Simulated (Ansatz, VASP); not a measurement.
Two plane-wave programs on Ge

File INCAR:

```
PREC     = Accurate       # precision mode
ENCUT    = 520            # plane-wave cutoff, eV
EDIFF    = 1E-6           # SCF threshold, eV
ISMEAR   = -1             # smearing method
SIGMA    = 1.0            # smearing width, eV
LREAL    = F              # projectors in reciprocal space
LASPH    = T              # aspherical terms in the spheres
NELM     = 80             # most SCF steps
ALGO     = Normal         # electronic algorithm
ISIF     = 2              # what is computed and relaxed
LWAVE    = F              # write WAVECAR
LCHARG   = T              # write CHGCAR
GGA      = CA             # functional
LELF     = T              # ELF
LVHAR    = T            
NBANDS   = 21             # bands
```

Contents of KPOINTS:

```
regular mesh
0
Gamma
  10 10 10
```

Contents of POSCAR:

```
Ge
1.0
    0.0000000000      2.8147752533      2.8147752533
    2.8147752533      0.0000000000      2.8147752533
    2.8147752533      2.8147752533      0.0000000000
Ge
2
Direct
    0.5000000000      0.5000000000      0.5000000000
    0.7500000000      0.7500000000      0.7500000000
```

Input for Ansatz:

```yaml
crystal:
  lattice:
    - [0.0, 2.8147752533, 2.8147752533]
    - [2.8147752533, 0.0, 2.8147752533]
    - [2.8147752533, 2.8147752533, 0.0]
  atoms:
    - { symbol: Ge, position: [0.5, 0.5, 0.5] }
    - { symbol: Ge, position: [0.75, 0.75, 0.75] }
hamiltonian:
  xc: lda
  pseudopotentials:
    kind: paw
    azcp:
      Ge: "pseudopotentials/Ge.paw.azcp"
basis:
  ecutwfc: 420
  fft_grid_basis: typed
kpoints:
  mp_grid: { grid: [10, 10, 10], shift: [0, 0, 0] }
magnetization:
  spin_polarized: false
scf:
  occupations: { method: fermi_dirac, width: 1.0 }
  lower_state_search: "off"
output:
  stress: true
```

Alike in both runs: task single point; functional LDA; k mesh 10 × 10 × 10; occupations fermi-dirac, width 1 eV; no spin polarisation.

```csv
,VASP,Ansatz
version,VASP 6.6.1,Ansatz 0.2.0
potentials or method,"VASP PAW LDA potentials, release 64 (Ge_d), cutoff 520 eV","plane waves (420 eV) with PAW, scalar-relativistic"
valence electrons in the cell,28,28
```

```tsv
	VASP	Ansatz	Ansatz less VASP
pressure (GPa)	4.9	4.7	-0.21
```

Ansatz warns that its potentials were made for another functional, while VASP's fit it. LDA's correlation is that of Perdew and Zunger in VASP and of Perdew and Wang (1992) in Ansatz.
